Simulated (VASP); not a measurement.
# BAs in VASP: further runs, part 2 of 2

VASP 6.6.1. The steps go on from the part before.

## (4) Single point, PBE (strain -0.080 along x and y, -0.080 along z)

Input file INCAR:

```
ALGO = Normal ; EDIFF = 1E-6
ENCUT = 520 ; GGA = PE
ISIF = 2 ; ISMEAR = 0
LASPH = T ; LCHARG = F
LREAL = F ; LWAVE = F
NBANDS = 11 ; NELM = 100
PREC = Accurate ; SIGMA = 0.05
```

Input file KPOINTS:

```
k-points
0
Gamma
  10 10 10
```

Input file POSCAR:

```
BAs
1.0
    0.0000000000      2.2120582687      2.2120582687
    2.2120582687      0.0000000000      2.2120582687
    2.2120582687      2.2120582687      0.0000000000
B As
1 1
Direct
    0.0000000000      0.0000000000      0.0000000000
    0.7500000000      0.7500000000      0.7500000000
```

Potentials or basis: VASP PAW PBE potentials, release 64 (B, As).

Command:

```sh
cat potpaw_PBE.64/B/POTCAR potpaw_PBE.64/As/POTCAR > POTCAR
mpirun -np 1 vasp_std > vasp.out
```

OUTCAR:

```text
EDIFF = 1E-6
   ENCUT = 520
   GGA = PE
   ISIF = 2
   ISMEAR = 0
   LASPH = T
   LREAL = F
   NELM = 100
   PREC = Accurate

 ion  position               nearest neighbor table
   1  0.000  0.000  0.000-   2 1.92   2 1.92   2 1.92   2 1.92
   2  0.750  0.750  0.750-   1 1.92   1 1.92   1 1.92   1 1.92

  LATTYP: Found a face centered cubic cell.
 ALAT       =     4.4241165374

  Lattice vectors:

 A1 = (   0.0000000000,   2.2120582687,   2.2120582687)
 A2 = (   2.2120582687,   0.0000000000,   2.2120582687)
 A3 = (   2.2120582687,   2.2120582687,   0.0000000000)

Analysis of symmetry for initial positions (statically):
=====================================================================
 Subroutine PRICEL returns:
 Original cell was already a primitive cell.

 Routine SETGRP: Setting up the symmetry group for a
 face centered cubic supercell.

 Subroutine GETGRP returns: Found 24 space group operations
 (whereof 24 operations were pure point group operations)
 out of a pool of 48 trial point group operations.

The static configuration has the point symmetry T_d .

Analysis of symmetry for dynamics (positions and initial velocities):
=====================================================================
 Subroutine PRICEL returns:
 Original cell was already a primitive cell.

 Routine SETGRP: Setting up the symmetry group for a
 face centered cubic supercell.

 Subroutine GETGRP returns: Found 24 space group operations
 (whereof 24 operations were pure point group operations)
 out of a pool of 48 trial point group operations.

The dynamic configuration has the point symmetry T_d .

 Subroutine INISYM returns: Found 24 space group operations
 (whereof 24 operations are pure point group operations),
 and found     1 'primitive' translations

----------------------------------------------------------------------------------------

                                     Primitive cell

  volume of cell :      21.6481

  direct lattice vectors                    reciprocal lattice vectors
     0.000000000  2.212058269  2.212058269    -0.226033829  0.226033829  0.226033829
     2.212058269  0.000000000  2.212058269     0.226033829 -0.226033829  0.226033829
     2.212058269  2.212058269  0.000000000     0.226033829  0.226033829 -0.226033829

  length of vectors
     3.128322804  3.128322804  3.128322804     0.391502076  0.391502076  0.391502076

  position of ions in fractional coordinates (direct lattice)
     0.000000000  0.000000000  0.000000000
     0.750000000  0.750000000  0.750000000

  ion indices of the primitive-cell ions
   primitive index   ion index
                 1           1
                 2           2

----------------------------------------------------------------------------------------

 KPOINTS: k-points

Automatic generation of k-mesh.
 Grid dimensions read from file:
 generate k-points for:   10   10   10

 Generating k-lattice:

  Cartesian coordinates                     Fractional coordinates (reciprocal lattice)
    -0.022603383  0.022603383  0.022603383     0.100000000  0.000000000  0.000000000
     0.022603383 -0.022603383  0.022603383     0.000000000  0.100000000  0.000000000
     0.022603383  0.022603383 -0.022603383     0.000000000  0.000000000  0.100000000

  Length of vectors
     0.039150208  0.039150208  0.039150208

  Shift w.r.t. Gamma in fractional coordinates (k-lattice)
     0.000000000  0.000000000  0.000000000

 Subroutine IBZKPT returns following result:
 ===========================================

 Found     47 irreducible k-points:

 Following reciprocal coordinates:
            Coordinates               Weight
  0.000000  0.000000  0.000000      1.000000
  0.100000  0.000000  0.000000      8.000000
  0.200000  0.000000  0.000000      8.000000
  0.300000  0.000000  0.000000      8.000000
  0.400000  0.000000  0.000000      8.000000
  0.500000  0.000000  0.000000      4.000000
[... 16 lines left out ...]
  0.300000  0.300000  0.000000      6.000000
  0.400000  0.300000  0.000000     24.000000
 [... further k-points ...]
   k-points           NKPTS =     47   k-points in BZ     NKDIM =     47   number of bands    NBANDS=     11
   number of dos      NEDOS =    301   number of ions     NIONS =      2
   total plane-waves  NPLWV =  13824
   dimension x,y,z NGX =    24 NGY =   24 NGZ =   24
   dimension x,y,z NGXF=    48 NGYF=   48 NGZF=   48
   ions per type =               1   1
   NGX,Y,Z   is equivalent  to a cutoff of  12.75, 12.75, 12.75 a.u.
   NGXF,Y,Z  is equivalent  to a cutoff of  25.51, 25.51, 25.51 a.u.
 SYSTEM =  unknown system
   PREC   = accura    normal or accurate (medium, high low for compatibility)
   ISTART =      0    job   : 0-new  1-cont  2-samecut
   ICHARG =      2    charge: 1-file 2-atom 10-const
   ISPIN  =      1    spin polarized calculation?
   LNONCOLLINEAR =      F non collinear calculations
   LSORBIT =      F    spin-orbit coupling
   LASPH  =      T    aspherical Exc in radial PAW
   ENCUT  =  520.0 eV  38.22 Ry    6.18 a.u.   5.82  5.82  5.82*2*pi/ulx,y,z
   NELM   =    100;   NELMIN=  2; NELMDL= -5     # of ELM steps
   EDIFF  = 0.1E-05   stopping-criterion for ELM
   LREAL  =      F    real-space projection
   EDIFFG = 0.1E-04   stopping-criterion for IOM
   NSW    =      0    number of steps for IOM
   IBRION =     -1    ionic relax: 0-MD 1-quasi-New 2-CG
   NFREE  =      0    steps in history (QN), initial steepest desc. (CG)
   ISIF   =      2    stress and relaxation
   ISYM   =      2    0-nonsym 1-usesym 2-fastsym
   POTIM  = 0.5000    time-step for ionic-motion
   TEBEG  =    0.0;   TEEND  =   0.0 temperature during run
   PSTRESS=    0.0 pullay stress
   NELECT =       8.0000    total number of electrons
   NUPDOWN=      -1.0000    fix difference up-down
   EMIN   =  10.00;   EMAX   =-10.00  energy-range for DOS
   EFERMI =   0.00;   METHOD = LEGACY
   ISMEAR =     0;   SIGMA  =   0.05  broadening in eV -4-tet -1-fermi 0-gaus
   EFERMI_NEDOS =   21; number of points for ismear=-14 and -15
   IALGO  =     38    algorithm
   IMIX   =      4    mixing-type and parameters
     AMIX     =   0.40;   BMIX     =  1.00
     AMIX_MAG =   1.60;   BMIX_MAG =  1.00
  volume/ion in A,a.u.               =      10.82        73.04
  Fermi-wavevector in a.u.,A,eV,Ry     =   1.174803  2.220055 18.778235  1.380161
  Thomas-Fermi vector in A             =   2.311194
   LORBIT       =      0    0 simple, 1 ext, 2 COOP (PROOUT), +10 PAW based schemes
   GGA     = PE    functional components
   LHFCALC =     F    Hartree Fock is set to
   AEXX    =    0.0000 exact exchange contribution
   IVDW    =     0    specifies the selected vdW correction
   LEPSILON=     F    determine dielectric tensor
   LRPA    =     F    only Hartree local field effects (RPA)
 non-spin polarized calculation
 Gauss-broadening in eV      SIGMA  =   0.05
  energy-cutoff  :      520.00
  volume of cell :       21.65
 maximum number of plane-waves:       596
   NGX = 11   NGY = 11   NGZ = 11

 number of electron       8.0000000 magnetization

 Free energy of the ion-electron system (eV)
  ---------------------------------------------------
  ext. energy  EPLUGINS =         0.00000000
  ---------------------------------------------------
  free energy    TOTEN  =       -10.51806381 eV

  energy without entropy =      -10.51806381  energy(sigma->0) =      -10.51806381

 E-fermi :   9.1260     XC(G=0): -11.6094

 val. band max:        8.9254065680   @ k =   0.0000   0.0000   0.0000
 cond. band min:       9.8438167166   @ k =   0.4000   0.4000   0.0000
 fundamental gap:      0.9184101486
 Fermi energy:         9.1260460081

 k-point     1 :       0.0000    0.0000    0.0000
  band No.  band energies     occupation
      1      -8.7986      2.00000
      2       8.9254      2.00000
      3       8.9254      2.00000
      4       8.9254      2.00000
      5      12.5481      0.00000
      6      12.5481      0.00000
      7      12.5481      0.00000
      8      16.6392      0.00000
      9      19.8771      0.00000
     10      22.8849      0.00000
     11      22.8849      0.00000
[... 309 lines left out ...]
 k-point    24 :       0.4000    0.3000    0.0000
  band No.  band energies     occupation
      1      -5.4980      2.00000
      2       1.7962      2.00000
      3       3.9129      2.00000
      4       4.5307      2.00000
      5      10.4796      0.00000
      6      12.2977      0.00000
      7      19.5639      0.00000
      8      19.5845      0.00000
      9      23.1238      0.00000
     10      26.4217      0.00000
     11      27.9610      0.00000

 [... further k-points ...]
[... 5 lines left out ...]
  --------------------------------------------------------------------------------------
  -------------------------------------------------------------------------------------
  Total        7.6274405      7.6274405      7.6274405      0.0000000      0.0000000      0.0000000
  in kB      564.5075162    564.5075162    564.5075162      0.0000000      0.0000000      0.0000000
  external PRESSURE =     564.5075162 kB  Pullay stress =       0.0000000 kB

 VOLUME and BASIS-vectors are now :
 -----------------------------------------------------------------------------
  energy-cutoff  :      520.00
  volume of cell :       21.65
      direct lattice vectors                 reciprocal lattice vectors
     0.000000000  2.212058269  2.212058269    -0.226033829  0.226033829  0.226033829
     2.212058269  0.000000000  2.212058269     0.226033829 -0.226033829  0.226033829
     2.212058269  2.212058269  0.000000000     0.226033829  0.226033829 -0.226033829

 POSITION                                       TOTAL-FORCE (eV/Angst)
 -----------------------------------------------------------------------------------
      0.00000      0.00000      0.00000        -0.000000     -0.000000     -0.000000
      3.31809      3.31809      3.31809         0.000000      0.000000      0.000000
 -----------------------------------------------------------------------------------
    total drift:                                0.000000      0.000000     -0.000000

  FREE ENERGIE OF THE ION-ELECTRON SYSTEM (eV)
  ---------------------------------------------------
  free  energy   TOTEN  =       -10.5180638117 eV

  energy  without entropy=      -10.5180638117  energy(sigma->0) =      -10.51806381
```

stdout:

```text
POSCAR found type information on POSCAR B As
 POSCAR found :  2 types and       2 ions
 scaLAPACK will be used
 LDA part: xc-table for (Slater+PW92), standard interpolation
 POSCAR, INCAR and KPOINTS ok, starting setup
 FFT: planning ... GRIDC
 FFT: planning ... GRID_SOFT
 FFT: planning ... GRID
 WAVECAR not read
 entering main loop
```

It took 6.5 s on 1 thread of AMD EPYC 9R45 (Zen 5), shared host; peak memory 0.11 GiB.

Results:

```
Free energy            : -10.5181 eV
Pressure               : 56.5 GPa
Band gap on the k mesh : 0.92 eV, indirect (least direct gap 3.62 eV)
```

Caveat: the cell differs from its parent crystal (strain -0.080 along x and y, -0.080 along z). A k mesh can miss the band edges.

## (5) Overview

| cell | gap on the mesh (eV) | pressure (GPa) |
| --- | --- | --- |
| a = 3.469, b = 3.469, c = 3.400 Å, angles 60.7, 60.7, 58.7°, 2 atoms | 0.95 | -4.2 |
| a = 3.605, b = 3.605, c = 3.536 Å, angles 60.6, 60.6, 58.7°, 2 atoms | 1.08 | -14.4 |
| a = 3.128 Å, angles 60.0°, 2 atoms | 0.92 | 56.5 |

Alike in all rows: task single point; level PBE; potentials or basis VASP PAW PBE potentials, release 64 (B, As); no spin polarisation; k mesh 10 × 10 × 10; cutoff (eV) 520; smearing gaussian 0.05 eV.

Total energies depend on the potentials used, so only differences within one code and one set of settings carry meaning.
